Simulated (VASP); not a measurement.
## C: single point with PBE+D3(BJ)

The system is C.

```xyz
2
Lattice="2.4647 0.0000 0.0000 -1.2324 2.1345 0.0320 0.0000 0.0535 3.5674" Properties=species:S:1:pos:R:3 pbc="T T T"
C     0.0000    1.4230    0.0213
C     1.2324    0.7115    0.0107
```

This cell differs from its parent crystal: strain +0.0300 x Voigt [0, 0, 0, 1, 0, 0].

```yaml
Program: VASP 6.6.1
Task: single point
Functional: PBE
Dispersion: D3(BJ)
Potentials_or_basis: VASP PAW PBE potentials, release 64 (C)
Cutoff: 520 eV
k_mesh: 30 × 30 × 18
Occupations: gaussian, width 0.15 eV
Spin: no spin polarisation
Dipole_correction: no
Further_INCAR_settings: ALGO = Fast; EDIFF = 1e-06; NBANDS = 11
```

```json
{
 "Pressure": "0.4 GPa",
 "Band gap on the k mesh": "zero (bands 4 and 5 overlap by 0.92 eV)",
 "Dispersion energy per atom": "-0.145 eV"
}
```

Stress tensor (GPa, compression positive):
```
 0.62  0.00  0.00
 0.00  0.53  0.13
 0.00  0.13 -0.02
```

Levels at points of the mesh, in eV from the Fermi level:
| k point | band 2 | band 3 | band 4 | band 5 | band 6 | band 7 |
| --- | --- | --- | --- | --- | --- | --- |
| (0.00, 0.00, 0.00) | -6.88 | -3.05 | -3.05 | 3.83 | 8.29 | 8.29 |
| (0.50, 0.00, 0.00) | -13.30 | -6.43 | -1.86 | 2.35 | 7.26 | 10.93 |
| (0.00, 0.50, 0.00) | -13.30 | -6.43 | -1.86 | 2.34 | 7.26 | 10.94 |
| (0.00, 0.00, 0.50) | -8.31 | -3.03 | -3.03 | 8.35 | 8.35 | 9.20 |
| (0.50, 0.00, 0.50) | -13.19 | -6.41 | -2.85 | 1.05 | 7.50 | 13.12 |
| (0.00, 0.50, 0.50) | -13.19 | -6.40 | -2.85 | 1.06 | 7.51 | 13.11 |

Run time: 12 min on 1 thread of Oxide Virtual Turin-like Processor, on a shared host, peak memory 0.69 GiB.

Caveat: the cell differs from its parent crystal (strain +0.0300 x Voigt [0, 0, 0, 1, 0, 0]).
